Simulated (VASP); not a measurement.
A run of VASP 6.6.1 is set up as follows.

The input INCAR:

```
PREC = Accurate ; ENCUT = 520
EDIFF = 1E-6 ; ISMEAR = -1
SIGMA = 0.02 ; LREAL = False
LASPH = True ; NELM = 100
ALGO = Normal ; ISIF = 2
LWAVE = False ; LCHARG = False
GGA = PE ; NBANDS = 18
```

File KPOINTS:

```
regular mesh
0
Gamma
  8 8 8
```

POSCAR

```
HfO2
1.0
    0.0000000000      2.5291823194      2.3943769017
    2.5291823194      0.0000000000      2.3943769017
    2.5291823194      2.5291823194      0.0000000000
Hf O
1 2
Direct
    0.0000000000      0.0000000000      0.0000000000
    0.2500000000      0.2500000000      0.2500000000
    0.7500000000      0.7500000000      0.7500000000
```

Potentials or basis: VASP PAW PBE potentials, release 64 (Hf_pv, O).

Run with:

```console
$ cat potpaw_PBE.64/Hf_pv/POTCAR potpaw_PBE.64/O/POTCAR > POTCAR
$ mpirun -np 1 vasp_std > vasp.out
```

(1) What does it give for the band gap on the k mesh?

(2) Estimate the pressure.

Answers

(1) 3.23 eV, indirect (least direct gap 3.47 eV).

(2) 18.4 GPa.

Caveat: the cell differs from its parent crystal (uniaxial z strain -5.3%); spin-orbit coupling is left out, which moves the levels of the heavy elements.
